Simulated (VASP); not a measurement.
# Rh (Fm-3m) in VASP: single point with PBE0

Aim: the single point of Rh with PBE0.

Program: VASP 6.6.1. These are calculated values, not measurements. Logs are shortened: lines on timing, memory, paths and dates and some standing lists are left out, and cuts for length are marked.

## (1) The cell of the first run

It takes space group Fm-3m (No. 225, cubic). The conventional cell has a = 3.832 Å, b = 3.832 Å, c = 3.832 Å, α = 90.00°, β = 90.00°, γ = 90.00°. Within 3.6 Å of Rh (site symmetry m-3m) lie 12 Rh at 2.71 Å.

## (2) Single point, PBE0

File POSCAR:

```
Rh
1.0
    0.0000000000      1.9160595465      1.9160595465
    1.9160595465      0.0000000000      1.9160595465
    1.9160595465      1.9160595465      0.0000000000
Rh
1
Direct
    0.0000000000      0.0000000000      0.0000000000
```

File INCAR.step1:

```
  ALGO = Normal
  EDIFF = 1E-5
  ENCUT = 400
  GGA = PE
  GGA_COMPAT = False
  ISIF = 2
  ISMEAR = -1
  LASPH = True
  LCHARG = False
  LREAL = False
  LWAVE = True
  NBANDS = 14
  NELM = 120
  PREC = Accurate
  SIGMA = 0.1
```

File INCAR.step2:

```
  AEXX = 0.25
  ALGO = Normal
  EDIFF = 1E-6
  ENCUT = 400
  GGA = PE
  GGA_COMPAT = False
  ISIF = 2
  ISMEAR = -1
  ISTART = 1
  LASPH = True
  LCHARG = False
  LHFCALC = True
  LREAL = False
  LWAVE = False
  NBANDS = 14
  NELM = 120
  PREC = Accurate
  PRECFOCK = Normal
  SIGMA = 0.1
```

File KPOINTS:

```
k-points
0
Gamma
  7 7 7
```

Potentials or basis: VASP PAW PBE potentials, release 64 (Rh_pv).

Command:

```console
$ cat potpaw_PBE.64/Rh_pv/POTCAR > POTCAR
$ cp INCAR.step1 INCAR
$ mpirun -np 1 vasp_std > vasp.out
$ cp INCAR.step2 INCAR
$ mpirun -np 1 vasp_std > vasp.out
```

OUTCAR:

```text
AEXX = 0.25
   EDIFF = 1E-6
   ENCUT = 400
   GGA = PE
   ISIF = 2
   ISMEAR = -1
   ISTART = 1
   LASPH = True
   LHFCALC = True
   LREAL = False
   NELM = 120
   PREC = Accurate
   PRECFOCK = Normal

 ion  position               nearest neighbor table
   1  0.000  0.000  0.000-

  LATTYP: Found a face centered cubic cell.
 ALAT       =     3.8321190930

  Lattice vectors:

 A1 = (   0.0000000000,   1.9160595465,   1.9160595465)
 A2 = (   1.9160595465,   0.0000000000,   1.9160595465)
 A3 = (   1.9160595465,   1.9160595465,   0.0000000000)

Analysis of symmetry for initial positions (statically):
=====================================================================
 Subroutine PRICEL returns:
 Original cell was already a primitive cell.

 Routine SETGRP: Setting up the symmetry group for a
 face centered cubic supercell.

 Subroutine GETGRP returns: Found 48 space group operations
 (whereof 48 operations were pure point group operations)
 out of a pool of 48 trial point group operations.

The static configuration has the point symmetry O_h .

Analysis of symmetry for dynamics (positions and initial velocities):
=====================================================================
 Subroutine PRICEL returns:
 Original cell was already a primitive cell.

 Routine SETGRP: Setting up the symmetry group for a
 face centered cubic supercell.

 Subroutine GETGRP returns: Found 48 space group operations
 (whereof 48 operations were pure point group operations)
 out of a pool of 48 trial point group operations.

The dynamic configuration has the point symmetry O_h .

 Subroutine INISYM returns: Found 48 space group operations
 (whereof 48 operations are pure point group operations),
 and found     1 'primitive' translations

----------------------------------------------------------------------------------------

                                     Primitive cell

  volume of cell :      14.0688

  direct lattice vectors                    reciprocal lattice vectors
     0.000000000  1.916059547  1.916059547    -0.260952224  0.260952224  0.260952224
     1.916059547  0.000000000  1.916059547     0.260952224 -0.260952224  0.260952224
     1.916059547  1.916059547  0.000000000     0.260952224  0.260952224 -0.260952224

  length of vectors
     2.709717397  2.709717397  2.709717397     0.451982510  0.451982510  0.451982510

  position of ions in fractional coordinates (direct lattice)
     0.000000000  0.000000000  0.000000000

  ion indices of the primitive-cell ions
   primitive index   ion index
                 1           1

----------------------------------------------------------------------------------------

 KPOINTS: k-points

Automatic generation of k-mesh.
 Grid dimensions read from file:
 generate k-points for:    7    7    7

 Generating k-lattice:

  Cartesian coordinates                     Fractional coordinates (reciprocal lattice)
    -0.037278889  0.037278889  0.037278889     0.142857143  0.000000000  0.000000000
     0.037278889 -0.037278889  0.037278889     0.000000000  0.142857143  0.000000000
     0.037278889  0.037278889 -0.037278889     0.000000000  0.000000000  0.142857143

  Length of vectors
     0.064568930  0.064568930  0.064568930

  Shift w.r.t. Gamma in fractional coordinates (k-lattice)
     0.000000000  0.000000000  0.000000000

 Subroutine IBZKPT returns following result:
 ===========================================

 Found     20 irreducible k-points:

 Following reciprocal coordinates:
            Coordinates               Weight
  0.000000  0.000000  0.000000      1.000000
  0.142857  0.000000  0.000000      8.000000
  0.285714  0.000000  0.000000      8.000000
  0.428571  0.000000  0.000000      8.000000
  0.142857  0.142857  0.000000      6.000000
  0.285714  0.142857  0.000000     24.000000
[... 12 lines left out ...]
 -0.428571  0.428571  0.142857     24.000000
 -0.285714  0.428571  0.142857     24.000000
   k-points           NKPTS =     20   k-points in BZ     NKDIM =    343   number of bands    NBANDS=     14
   number of dos      NEDOS =    301   number of ions     NIONS =      1
   total plane-waves  NPLWV =   5832
   dimension x,y,z NGX =    18 NGY =   18 NGZ =   18
   dimension x,y,z NGXF=    36 NGYF=   36 NGZF=   36
   ions per type =               1
   NGX,Y,Z   is equivalent  to a cutoff of  11.04, 11.04, 11.04 a.u.
   NGXF,Y,Z  is equivalent  to a cutoff of  22.09, 22.09, 22.09 a.u.
 SYSTEM =  unknown system
   PREC   = accura    normal or accurate (medium, high low for compatibility)
   ISTART =      1    job   : 0-new  1-cont  2-samecut
   ICHARG =      0    charge: 1-file 2-atom 10-const
   ISPIN  =      1    spin polarized calculation?
   LNONCOLLINEAR =      F non collinear calculations
   LSORBIT =      F    spin-orbit coupling
   LASPH  =      T    aspherical Exc in radial PAW
   ENCUT  =  400.0 eV  29.40 Ry    5.42 a.u.   4.42  4.42  4.42*2*pi/ulx,y,z
   NELM   =    120;   NELMIN=  2; NELMDL=  0     # of ELM steps
   EDIFF  = 0.1E-05   stopping-criterion for ELM
   LREAL  =      F    real-space projection
   EDIFFG = 0.1E-04   stopping-criterion for IOM
   NSW    =      0    number of steps for IOM
   IBRION =     -1    ionic relax: 0-MD 1-quasi-New 2-CG
   NFREE  =      0    steps in history (QN), initial steepest desc. (CG)
   ISIF   =      2    stress and relaxation
   ISYM   =      3    0-nonsym 1-usesym 2-fastsym
   POTIM  = 0.5000    time-step for ionic-motion
   TEBEG  =    0.0;   TEEND  =   0.0 temperature during run
   PSTRESS=    0.0 pullay stress
   NELECT =      15.0000    total number of electrons
   NUPDOWN=      -1.0000    fix difference up-down
   EMIN   =  10.00;   EMAX   =-10.00  energy-range for DOS
   EFERMI =   0.00;   METHOD = LEGACY
   ISMEAR =    -1;   SIGMA  =   0.10  broadening in eV -4-tet -1-fermi 0-gaus
   EFERMI_NEDOS =   21; number of points for ismear=-14 and -15
   IALGO  =     38    algorithm
   IMIX   =      1    mixing-type and parameters
     AMIX     =   0.40;   BMIX     =  1.00
     AMIX_MAG =   1.60;   BMIX_MAG =  1.00
  volume/ion in A,a.u.               =      14.07        94.94
  Fermi-wavevector in a.u.,A,eV,Ry     =   1.672449  3.160471 38.056667  2.797086
  Thomas-Fermi vector in A             =   2.757594
   LORBIT       =      0    0 simple, 1 ext, 2 COOP (PROOUT), +10 PAW based schemes
   GGA     = PE    functional components
   LHFCALC =     T    Hartree Fock is set to
   PRECFOCK=normal    Normal, Fast or Accurate (Low or Medium for compatibility)
   ENCUT4O =  -1.0   cutoff for four orbital integrals eV
   NKREDX  =     1    reduce k-point grid by
   NKREDY  =     1    reduce k-point grid by
   NKREDZ  =     1    reduce k-point grid by
   AEXX    =    0.2500 exact exchange contribution
   HFSCREEN=    0.0000 screening length (either q_TF or 0.3 A-1)
   HFSCREENC=   0.0000 screening length for correlation (either q_TF or 0.3 A-1)
   ENCUTFOCK=  -1.0 apply spherical cutoff to Coloumb kernel
   IVDW    =     0    specifies the selected vdW correction
   LEPSILON=     F    determine dielectric tensor
   LRPA    =     F    only Hartree local field effects (RPA)
 non-spin polarized calculation
  energy-cutoff  :      400.00
  volume of cell :       14.07
 maximum number of plane-waves:       271
 NGX is ok and might be reduce to    18
  NGX = 14; NGY = 14; NGZ = 14

 number of electron      14.9999998 magnetization

 Free energy of the ion-electron system (eV)
  ---------------------------------------------------
  ext. energy  EPLUGINS =         0.00000000
  ---------------------------------------------------
  free energy    TOTEN  =        -9.38242271 eV

  energy without entropy =       -9.37997223  energy(sigma->0) =       -9.38119747

 E-fermi :  11.0171     XC(G=0): -10.8592

 val. band max:       10.2741226618   @ k =  -0.4286   0.4286   0.0000
 cond. band min:      11.1338945387   @ k =   0.4286   0.4286   0.0000
 fundamental gap:      0.8597718770
 Fermi energy:        11.0170768964

 k-point     1 :       0.0000    0.0000    0.0000
  band No.  band energies     occupation
      1     -38.7222      2.00000
      2     -38.7222      2.00000
      3     -38.7222      2.00000
      4       2.0866      2.00000
      5       7.1040      2.00000
      6       7.1040      2.00000
      7       7.1040      2.00000
      8       8.9567      2.00000
      9       8.9567      2.00000
     10      28.6570      0.00000
     11      34.2605      0.00000
     12      34.2605      0.00000
     13      34.2605      0.00000
     14      37.2547      0.00000

 k-point     2 :       0.1429    0.0000    0.0000
  band No.  band energies     occupation
      1     -38.8782      2.00000
      2     -38.7449      2.00000
      3     -38.7449      2.00000
      4       2.9395      2.00000
      5       6.8398      2.00000
      6       7.3961      2.00000
      7       7.3961      2.00000
      8       8.9036      2.00000
      9       8.9036      2.00000
     10      29.6843      0.00000
     11      31.0962      0.00000
     12      35.4164      0.00000
     13      35.4164      0.00000
     14      37.2548      0.00000

 k-point     3 :       0.2857    0.0000    0.0000
  band No.  band energies     occupation
      1     -39.2200      2.00000
      2     -38.7942      2.00000
      3     -38.7942      2.00000
      4       4.1160      2.00000
      5       7.2939      2.00000
      6       7.2939      2.00000
      7       7.7440      2.00000
      8       9.8598      1.99998
      9       9.8598      1.99998
     10      26.6013      0.00000
     11      29.9750      0.00000
     12      37.2550      0.00000
     13      37.3601      0.00000
     14      37.3601      0.00000

 k-point     4 :       0.4286    0.0000    0.0000
  band No.  band energies     occupation
      1     -39.4904      2.00000
      2     -38.8351      2.00000
      3     -38.8351      2.00000
      4       3.9560      2.00000
      5       6.8973      2.00000
      6       6.8973      2.00000
      7      11.5578      0.00893
      8      11.8354      0.00056
      9      11.8354      0.00056
     10      22.1005      0.00000
     11      28.3844      0.00000
     12      34.5701      0.00000
     13      34.5701      0.00000
     14      37.2559      0.00000

 k-point     5 :       0.1429    0.1429    0.0000
  band No.  band energies     occupation
      1     -38.8752      2.00000
      2     -38.7788      2.00000
      3     -38.7788      2.00000
      4       3.2244      2.00000
      5       6.4077      2.00000
      6       7.7634      2.00000
      7       7.7634      2.00000
      8       8.3145      2.00000
      9       9.2741      2.00000
     10      30.1953      0.00000
     11      32.2022      0.00000
[... 208 lines left out ...]
 k-point    18 :      -0.4286    0.2857    0.1429
  band No.  band energies     occupation
      1     -39.3762      2.00000
      2     -39.0828      2.00000
      3     -38.9183      2.00000
      4       5.3269      2.00000
      5       5.7447      2.00000
      6       7.1207      2.00000
      7       8.6036      2.00000
      8      11.7173      0.00182
      9      17.0271      0.00000
     10      22.5097      0.00000
     11      27.8009      0.00000
     12      29.2185      0.00000
     13      34.9672      0.00000
     14      37.2565      0.00000

 k-point    19 :      -0.4286    0.4286    0.1429
  band No.  band energies     occupation
      1     -39.3882      2.00000
      2     -39.0953      2.00000
      3     -39.0046      2.00000
      4       4.3871      2.00000
      5       4.9325      2.00000
      6       8.3896      2.00000
      7       9.9115      1.99997
      8      12.3687      0.00000
      9      17.5166      0.00000
     10      24.9480      0.00000
     11      25.1702      0.00000
     12      26.3089      0.00000
     13      36.6336      0.00000
     14      37.2535      0.00000

 k-point    20 :      -0.2857    0.4286    0.1429
  band No.  band energies     occupation
      1     -39.2877      2.00000
      2     -39.2389      2.00000
      3     -38.9921      2.00000
      4       4.8748      2.00000
      5       5.8759      2.00000
      6       7.1487      2.00000
      7       9.0051      2.00000
      8      12.4003      0.00000
      9      20.8205      0.00000
     10      21.6288      0.00000
     11      24.3807      0.00000
     12      27.1067      0.00000
     13      36.4581      0.00000
     14      37.2565      0.00000

------------------------ aborting loop because EDIFF is reached ----------------------------------------

  FORCE on cell =-STRESS in cart. coord.  units (eV):
  Direction    XX          YY          ZZ          XY          YZ          ZX
  --------------------------------------------------------------------------------------
  -------------------------------------------------------------------------------------
  Total       -1.1530330     -1.1530330     -1.1530330      0.0000000      0.0000000     -0.0000000
  in kB     -131.3092532   -131.3092532   -131.3092532      0.0000000      0.0000000     -0.0000000
  external PRESSURE =    -131.3092532 kB  Pullay stress =       0.0000000 kB

 VOLUME and BASIS-vectors are now :
 -----------------------------------------------------------------------------
  energy-cutoff  :      400.00
  volume of cell :       14.07
      direct lattice vectors                 reciprocal lattice vectors
     0.000000000  1.916059547  1.916059547    -0.260952224  0.260952224  0.260952224
     1.916059547  0.000000000  1.916059547     0.260952224 -0.260952224  0.260952224
     1.916059547  1.916059547  0.000000000     0.260952224  0.260952224 -0.260952224

 POSITION                                       TOTAL-FORCE (eV/Angst)
 -----------------------------------------------------------------------------------
      0.00000      0.00000      0.00000        -0.000000      0.000000      0.000000
 -----------------------------------------------------------------------------------
    total drift:                                0.000000      0.000000     -0.000000

  FREE ENERGIE OF THE ION-ELECTRON SYSTEM (eV)
  ---------------------------------------------------
  free  energy   TOTEN  =        -9.3824227101 eV

  energy  without entropy=       -9.3799722312  energy(sigma->0) =       -9.38119747
```

Wall time 28 min (1 thread of Oxide Virtual Turin-like, shared host); peak memory 0.09 GiB.

What came out:

```yaml
Free_energy: -9.3824 eV
Pressure: -13.1 GPa
Band_gap_on_the_k_mesh: zero (an odd number of electrons rules out a gap without spin polarisation)
```

Caveat: the k points lie up to 0.41 Å⁻¹ apart, too coarse for converged energies and pressures of a metal; the PAW data sets were made with another functional, which shifts forces and pressure a little.

The gap in the log of VASP goes by the Fermi energy; the results here count the filled bands.